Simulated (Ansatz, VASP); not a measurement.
**ZnSe: VASP beside Ansatz**

```
CELL_PARAMETERS angstrom
0.00000 2.81662 2.81662
2.81662 0.00000 2.81662
2.81662 2.81662 0.00000
ATOMIC_POSITIONS crystal
Zn 0.00000 0.00000 0.00000
Se 0.75000 0.75000 0.75000
```

Alike in both runs: functional PBEsol; k mesh 8 × 8 × 8; occupations gaussian, width 0.02 eV; no spin polarisation.

Ansatz relaxed the structure, and its values are those at the end. VASP's run is a single point on that final structure, the one shown.

```csv
,VASP,Ansatz
version,VASP 6.6.1,Ansatz 0.2.0
potentials or method,"VASP PAW PBE potentials, release 64 (Zn, Se), cutoff 520 eV","scalar-relativistic, plane waves, PAW"
valence electrons in the cell,18,28
```

Ansatz gave:

```
gap on the k mesh at the Fermi level (eV) : 1.24
least direct gap on the mesh (eV)         : 1.24
pressure (GPa)                            : 0.0
```

**Question.** Estimate VASP's values.

**Answer.** gap on the k mesh at the Fermi level (eV): 1.24; least direct gap on the mesh (eV): 1.24; pressure (GPa): 0.3.

VASP's potentials were made for PBE, not for PBEsol. VASP's potentials hold 18 valence electrons a cell and Ansatz's 28, so a difference there can come from the potentials and not from the codes.
